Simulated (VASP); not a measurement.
# BiH in VASP: further runs

BiH is run at these levels: PBE; tasks: single point.

Program: VASP 6.6.1. These are calculated values, not measurements. Logs are shortened: lines on timing, memory, paths and dates and some standing lists are left out, and cuts for length are marked.

### 1 The cell of the first run

The typed cell holds 4 atoms: a = 3.252 Å, b = 4.217 Å, c = 6.545 Å, α = 90.00°, β = 90.00°, γ = 90.00°.

### 2 Single point, PBE

INCAR

```
SYSTEM = BiH
PREC = Accurate
ENCUT = 520
EDIFF = 1E-6
ISMEAR = 0
SIGMA = 0.1
LREAL = .False.
LASPH = .True.
NELM = 60
ALGO = Normal
ISIF = 2
LWAVE = .False.
LCHARG = .False.
GGA = PE
NBANDS = 24
```

KPOINTS

```
Automatic mesh
0
Gamma
  10 8 6
  0 0 0
```

POSCAR

```
BiH
1.0
    3.2520183833      0.0000000000      0.0202215515
    0.0000000000      4.2169206818      0.0000000000
   -0.0407054871      0.0000000000      6.5444318048
Bi H
2 2
Direct
    0.0649062877      0.0000000000      0.3751596674
    0.9350828606      1.0000000000      0.8747659157
    0.0381645519      0.5000000000      0.3751438297
   -0.0381537003      0.5000000000      0.8748037221
```

Potentials or basis: VASP PAW PBE potentials, release 64 (Bi_d, H).

The run is started by

```
> cat potpaw_PBE.64/Bi_d/POTCAR potpaw_PBE.64/H/POTCAR > POTCAR
> mpirun -np 1 vasp_std > vasp.out
```

OUTCAR:

```text
SYSTEM = BiH
   PREC = Accurate
   ENCUT = 520
   EDIFF = 1E-6
   ISMEAR = 0
   LREAL = .False.
   LASPH = .True.
   NELM = 60
   ISIF = 2
   GGA = PE

 ion  position               nearest neighbor table
   1  0.065  0.000  0.375-   3 2.11   3 2.11   2 3.30   2 3.30
   2  0.935  0.000  0.875-   4 2.11   4 2.11   1 3.30   1 3.30
   3  0.038  0.500  0.375-   1 2.11   1 2.11
   4  0.962  0.500  0.875-   2 2.11   2 2.11

  LATTYP: Found a simple orthorhombic cell.
 ALAT       =     3.2520812531
 B/A-ratio  =     1.2966836784
 C/A-ratio  =     2.0124215497

  Lattice vectors:

 A1 = (   3.2520183833,   0.0000000000,   0.0202215515)
 A2 = (   0.0000000000,   4.2169206818,   0.0000000000)
 A3 = (  -0.0407054871,   0.0000000000,   6.5444318048)

Analysis of symmetry for initial positions (statically):
=====================================================================
 Subroutine PRICEL returns:
 Original cell was already a primitive cell.

 Routine SETGRP: Setting up the symmetry group for a
 simple orthorhombic supercell.

 Subroutine GETGRP returns: Found  2 space group operations
 (whereof  2 operations were pure point group operations)
 out of a pool of  8 trial point group operations.

The static configuration has the point symmetry C_1h.

Analysis of symmetry for dynamics (positions and initial velocities):
=====================================================================
 Subroutine PRICEL returns:
 Original cell was already a primitive cell.

 Routine SETGRP: Setting up the symmetry group for a
 simple orthorhombic supercell.

 Subroutine GETGRP returns: Found  2 space group operations
 (whereof  2 operations were pure point group operations)
 out of a pool of  8 trial point group operations.

The dynamic configuration has the point symmetry C_1h.

 Subroutine INISYM returns: Found  2 space group operations
 (whereof  2 operations are pure point group operations),
 and found     1 'primitive' translations

----------------------------------------------------------------------------------------

                                     Primitive cell

  volume of cell :      89.7506

  direct lattice vectors                    reciprocal lattice vectors
     3.252018383  0.000000000  0.020221552     0.307489444  0.000000000  0.001912543
     0.000000000  4.216920682  0.000000000     0.000000000  0.237139865  0.000000000
    -0.040705487  0.000000000  6.544431805    -0.000950107  0.000000000  0.152795744

  length of vectors
     3.252081253  4.216920682  6.544558395     0.307495392  0.237139865  0.152798698

  position of ions in fractional coordinates (direct lattice)
     0.064906288  0.000000000  0.375159667
     0.935082861  0.000000000  0.874765916
     0.038164552  0.500000000  0.375143830
     0.961846300  0.500000000  0.874803722

  ion indices of the primitive-cell ions
   primitive index   ion index
                 1           1
                 2           2
                 3           3
                 4           4

----------------------------------------------------------------------------------------

 KPOINTS: Automatic mesh

Automatic generation of k-mesh.
 Grid dimensions read from file:
 generate k-points for:   10    8    6

 Generating k-lattice:

  Cartesian coordinates                     Fractional coordinates (reciprocal lattice)
     0.030748944  0.000000000  0.000191254     0.100000000  0.000000000  0.000000000
     0.000000000  0.029642483  0.000000000     0.000000000  0.125000000  0.000000000
    -0.000158351  0.000000000  0.025465957     0.000000000  0.000000000  0.166666667

  Length of vectors
     0.030749539  0.029642483  0.025466450

  Shift w.r.t. Gamma in fractional coordinates (k-lattice)
     0.000000000  0.000000000  0.000000000

 Subroutine IBZKPT returns following result:
 ===========================================

 Found    160 irreducible k-points:

 Following reciprocal coordinates:
            Coordinates               Weight
  0.000000  0.000000  0.000000      1.000000
  0.100000  0.000000  0.000000      2.000000
  0.200000  0.000000  0.000000      2.000000
  0.300000  0.000000  0.000000      2.000000
  0.400000  0.000000  0.000000      2.000000
  0.500000  0.000000  0.000000      1.000000
[... 16 lines left out ...]
  0.400000  0.375000  0.000000      4.000000
  0.500000  0.375000  0.000000      2.000000
 [... further k-points ...]
   k-points           NKPTS =    160   k-points in BZ     NKDIM =    160   number of bands    NBANDS=     24
   number of dos      NEDOS =    301   number of ions     NIONS =      4
   total plane-waves  NPLWV =  38400
   dimension x,y,z NGX =    24 NGY =   32 NGZ =   50
   dimension x,y,z NGXF=    48 NGYF=   64 NGZF=  100
   ions per type =               2   2
   NGX,Y,Z   is equivalent  to a cutoff of  12.27, 12.62, 12.70 a.u.
   NGXF,Y,Z  is equivalent  to a cutoff of  24.54, 25.23, 25.40 a.u.
 SYSTEM =  BiH
   PREC   = accura    normal or accurate (medium, high low for compatibility)
   ISTART =      0    job   : 0-new  1-cont  2-samecut
   ICHARG =      2    charge: 1-file 2-atom 10-const
   ISPIN  =      1    spin polarized calculation?
   LNONCOLLINEAR =      F non collinear calculations
   LSORBIT =      F    spin-orbit coupling
   LASPH  =      T    aspherical Exc in radial PAW
   ENCUT  =  520.0 eV  38.22 Ry    6.18 a.u.   6.05  7.84 12.17*2*pi/ulx,y,z
   NELM   =     60;   NELMIN=  2; NELMDL= -5     # of ELM steps
   EDIFF  = 0.1E-05   stopping-criterion for ELM
   LREAL  =      F    real-space projection
   EDIFFG = 0.1E-04   stopping-criterion for IOM
   NSW    =      0    number of steps for IOM
   IBRION =     -1    ionic relax: 0-MD 1-quasi-New 2-CG
   NFREE  =      0    steps in history (QN), initial steepest desc. (CG)
   ISIF   =      2    stress and relaxation
   ISYM   =      2    0-nonsym 1-usesym 2-fastsym
   POTIM  = 0.5000    time-step for ionic-motion
   TEBEG  =    0.0;   TEEND  =   0.0 temperature during run
   PSTRESS=    0.0 pullay stress
   NELECT =      32.0000    total number of electrons
   NUPDOWN=      -1.0000    fix difference up-down
   EMIN   =  10.00;   EMAX   =-10.00  energy-range for DOS
   EFERMI =   0.00;   METHOD = LEGACY
   ISMEAR =     0;   SIGMA  =   0.10  broadening in eV -4-tet -1-fermi 0-gaus
   EFERMI_NEDOS =   21; number of points for ismear=-14 and -15
   IALGO  =     38    algorithm
   IMIX   =      4    mixing-type and parameters
     AMIX     =   0.40;   BMIX     =  1.00
     AMIX_MAG =   1.60;   BMIX_MAG =  1.00
  volume/ion in A,a.u.               =      22.44       151.42
  Fermi-wavevector in a.u.,A,eV,Ry     =   1.160858  2.193704 18.335093  1.347591
  Thomas-Fermi vector in A             =   2.297436
   LORBIT       =      0    0 simple, 1 ext, 2 COOP (PROOUT), +10 PAW based schemes
   GGA     = PE    functional components
   LHFCALC =     F    Hartree Fock is set to
   AEXX    =    0.0000 exact exchange contribution
   IVDW    =     0    specifies the selected vdW correction
   LEPSILON=     F    determine dielectric tensor
   LRPA    =     F    only Hartree local field effects (RPA)
 non-spin polarized calculation
 Gauss-broadening in eV      SIGMA  =   0.10
  energy-cutoff  :      520.00
  volume of cell :       89.75
 maximum number of plane-waves:      2440
   NGX = 13   NGY = 15   NGZ = 25

 number of electron      32.0000001 magnetization

 Free energy of the ion-electron system (eV)
  ---------------------------------------------------
  ext. energy  EPLUGINS =         0.00000000
  ---------------------------------------------------
  free energy    TOTEN  =       -13.11060817 eV

  energy without entropy =      -13.10709122  energy(sigma->0) =      -13.10884970

 E-fermi :   4.4063     XC(G=0):  -8.7557

 val. band max:        4.4012718892   @ k =   0.2000   0.1250   0.0000
 cond. band min:       4.4904220545   @ k =   0.3000   0.1250   0.5000
 fundamental gap:      0.0891501653
 Fermi energy:         4.4062809062

 k-point     1 :       0.0000    0.0000    0.0000
  band No.  band energies     occupation
      1     -18.5365      2.00000
      2     -18.4899      2.00000
      3     -18.4460      2.00000
      4     -18.3627      2.00000
      5     -18.3075      2.00000
      6     -18.2858      2.00000
[... 16 lines left out ...]
     23      12.0283      0.00000
     24      13.3005      0.00000

 k-point     2 :       0.1000    0.0000    0.0000
  band No.  band energies     occupation
      1     -18.5143      2.00000
      2     -18.4646      2.00000
      3     -18.4404      2.00000
      4     -18.3616      2.00000
      5     -18.3180      2.00000
      6     -18.2948      2.00000
[... 16 lines left out ...]
     23      12.1427      0.00000
     24      13.7066      0.00000

 k-point     3 :       0.2000    0.0000    0.0000
  band No.  band energies     occupation
      1     -18.4737      2.00000
      2     -18.4084      2.00000
      3     -18.4019      2.00000
      4     -18.3588      2.00000
      5     -18.3451      2.00000
      6     -18.3180      2.00000
[... 16 lines left out ...]
     23      12.0831      0.00000
     24      12.4866      0.00000

 k-point     4 :       0.3000    0.0000    0.0000
  band No.  band energies     occupation
      1     -18.4568      2.00000
      2     -18.3780      2.00000
      3     -18.3554      2.00000
      4     -18.3464      2.00000
      5     -18.3400      2.00000
      6     -18.3396      2.00000
[... 16 lines left out ...]
     23      12.3690      0.00000
     24      13.0604      0.00000

 k-point     5 :       0.4000    0.0000    0.0000
  band No.  band energies     occupation
      1     -18.4505      2.00000
      2     -18.4044      2.00000
      3     -18.3692      2.00000
      4     -18.3617      2.00000
      5     -18.3526      2.00000
      6     -18.3303      2.00000
[... 451 lines left out ...]
 k-point    22 :       0.3000    0.3750    0.0000
  band No.  band energies     occupation
      1     -18.4428      2.00000
      2     -18.3775      2.00000
      3     -18.3612      2.00000
      4     -18.3520      2.00000
      5     -18.3448      2.00000
      6     -18.3105      2.00000
[... 16 lines left out ...]
     23      11.2582      0.00000
     24      13.2532      0.00000

 k-point    23 :       0.4000    0.3750    0.0000
  band No.  band energies     occupation
      1     -18.4327      2.00000
      2     -18.4038      2.00000
      3     -18.3754      2.00000
      4     -18.3674      2.00000
      5     -18.3583      2.00000
      6     -18.3300      2.00000
[... 16 lines left out ...]
     23      11.3350      0.00000
     24      12.5709      0.00000

 k-point    24 :       0.5000    0.3750    0.0000
  band No.  band energies     occupation
      1     -18.4299      2.00000
      2     -18.4138      2.00000
      3     -18.3843      2.00000
      4     -18.3760      2.00000
      5     -18.3572      2.00000
      6     -18.3377      2.00000
[... 16 lines left out ...]
     23      11.4169      0.00000
     24      11.7624      0.00000

 [... further k-points ...]
[... 5 lines left out ...]
  --------------------------------------------------------------------------------------
  -------------------------------------------------------------------------------------
  Total       -0.0639786      0.0191456     -0.0839656      0.0000000      0.0000000      0.0001249
  in kB       -1.1421114      0.3417758     -1.4989076      0.0000000      0.0000000      0.0022303
  external PRESSURE =      -0.7664144 kB  Pullay stress =       0.0000000 kB

 VOLUME and BASIS-vectors are now :
 -----------------------------------------------------------------------------
  energy-cutoff  :      520.00
  volume of cell :       89.75
      direct lattice vectors                 reciprocal lattice vectors
     3.252018383  0.000000000  0.020221552     0.307489444  0.000000000  0.001912543
     0.000000000  4.216920682  0.000000000     0.000000000  0.237139865  0.000000000
    -0.040705487  0.000000000  6.544431805    -0.000950107  0.000000000  0.152795744

 POSITION                                       TOTAL-FORCE (eV/Angst)
 -----------------------------------------------------------------------------------
      0.19581      0.00000      2.45652         0.001548      0.000000     -0.006140
      3.00530      0.00000      5.74375        -0.001527      0.000000      0.006176
      0.10884      2.10846      2.45587        -0.001359      0.000000      0.000150
      3.09233      2.10846      5.74454         0.001339      0.000000     -0.000186
 -----------------------------------------------------------------------------------
    total drift:                                0.000003     -0.000000      0.000011

  FREE ENERGIE OF THE ION-ELECTRON SYSTEM (eV)
  ---------------------------------------------------
  free  energy   TOTEN  =       -13.1106081743 eV

  energy  without entropy=      -13.1070912163  energy(sigma->0) =      -13.10884970
```

It took 2.5 min on 1 thread of AMD EPYC 9R45 (Zen 5), shared host; peak memory 0.36 GiB.

What came out:

```
Free energy            : -13.1106 eV
Pressure               : -0.1 GPa
Largest force          : 0.006 eV/Å
Band gap on the k mesh : zero (bands 16 and 17 overlap by 5.42 eV)
```

Forces in eV/Å, atoms in the order of the input:
```
Bi   0.002  0.000 -0.006
Bi  -0.002  0.000  0.006
H   -0.001  0.000  0.000
H    0.001  0.000  0.000
```

Caveat: spin-orbit coupling is left out, which moves the levels of the heavy elements.

### 3 Single point, PBE

INCAR

```
ALGO = Normal
EDIFF = 1E-6
ENCUT = 520
GGA = PE
ISIF = 2
ISMEAR = 0
LASPH = True
LCHARG = False
LREAL = False
LWAVE = False
NBANDS = 24
NELM = 100
PREC = Accurate
SIGMA = 0.1
```

KPOINTS

```
k-points
0
Gamma
  12 10 6
```

POSCAR

```
BiH
1.0
    3.2848993473      0.0000000000      0.0205928259
    0.0000000000      4.2107811150      0.0000000000
   -0.0400067597      0.0000000000      6.4860322103
Bi H
2 2
Direct
    0.0659445909      0.0000000000      0.3749460396
    0.9340250185      1.0000000000      0.8749630493
    0.0458025038      0.5000000000      0.3749552099
   -0.0457721133      0.5000000000      0.8750088360
```

Potentials or basis: VASP PAW PBE potentials, release 64 (Bi_d, H).

The run is started by

```
> cat potpaw_PBE.64/Bi_d/POTCAR potpaw_PBE.64/H/POTCAR > POTCAR
> mpirun -np 1 vasp_std > vasp.out
```

It took 3 min on 1 thread of AMD EPYC 9R45 (Zen 5), shared host; peak memory 0.45 GiB.

Results (log left out):

* Free energy: -13.1419 eV
* Pressure: -0.1 GPa
* Band gap on the k mesh: zero (bands 16 and 17 overlap by 5.67 eV)

Levels at points of the mesh, in eV from the Fermi level:
```csv
k point,band 14,band 15,band 16,band 17,band 18,band 19
"(0.00, 0.00, 0.00)",-1.21,-0.75,-0.15,0.99,3.89,3.95
"(0.50, 0.00, 0.00)",-2.34,-2.24,-0.18,0.79,0.95,2.49
"(0.00, 0.50, 0.00)",-5.10,-3.60,2.90,4.40,4.46,5.64
"(0.50, 0.50, 0.00)",-4.22,-3.53,-1.88,-1.78,2.88,3.75
"(0.00, 0.00, 0.50)",-1.29,-0.48,-0.48,-0.02,-0.02,4.46
"(0.50, 0.00, 0.50)",-3.46,-0.05,-0.05,1.26,1.26,1.63
"(0.00, 0.50, 0.50)",-5.74,-0.42,-0.42,4.61,4.61,4.98
"(0.50, 0.50, 0.50)",-4.71,-2.95,-2.95,1.50,1.50,3.60
```

Caveat: spin-orbit coupling is left out, which moves the levels of the heavy elements.
